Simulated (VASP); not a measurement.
A run of VASP 6.6.1 is set up as follows.

File INCAR:

```
SYSTEM = InAg2
PREC = Accurate ; ENCUT = 600
EDIFF = 1E-6 ; ISMEAR = 0
SIGMA = 0.1 ; LREAL = .FALSE.
LASPH = .TRUE. ; NELM = 80
ALGO = Normal ; ISIF = 3
LWAVE = .FALSE. ; LCHARG = .FALSE.
GGA = PE ; IBRION = 2
NSW = 90 ; EDIFFG = -0.04
```

File KPOINTS:

```
regular mesh
0
G
  6 6 4
  0 0 0
```

The input POSCAR:

```
InAg2
1.0
    3.2682281527      0.0000000000      0.0000000000
   -1.6341140764      2.8303686056      0.0000000000
    0.0000000000      0.0000000000      6.7026543274
In Ag
1 2
Direct
    0.0000000000      0.0000000000      0.0000000000
    0.3333333333      0.6666666667      0.3382769670
    0.6666666667      0.3333333333      0.6617230330
```

Potentials or basis: VASP PAW PBE potentials, release 64 (In_d, Ag).

Command:

```console
$ cat potpaw_PBE.64/In_d/POTCAR potpaw_PBE.64/Ag/POTCAR > POTCAR
$ mpirun -np 1 vasp_std > vasp.out
```

Predict the relaxed cell.

a = 3.259 Å, b = 3.259 Å, c = 6.695 Å, α = 90.00°, β = 90.00°, γ = 120.00°.

What does it give for the relaxed volume?

20.52 Å³/atom.

Estimate the band gap on the k mesh.

zero (an odd number of electrons rules out a gap without spin polarisation).

Estimate the space group after relaxing (to 0.1 Å).

P-3m1 (No. 164).

Stress tensor (GPa, compression positive):
```
-0.07  0.00  0.00
 0.00 -0.07  0.00
 0.00  0.00  0.23
```

Caveat: the k points lie up to 0.37 Å⁻¹ apart in the final cell, too coarse for converged energies and pressures of a metal; spin-orbit coupling is left out, which moves the levels of the heavy elements.
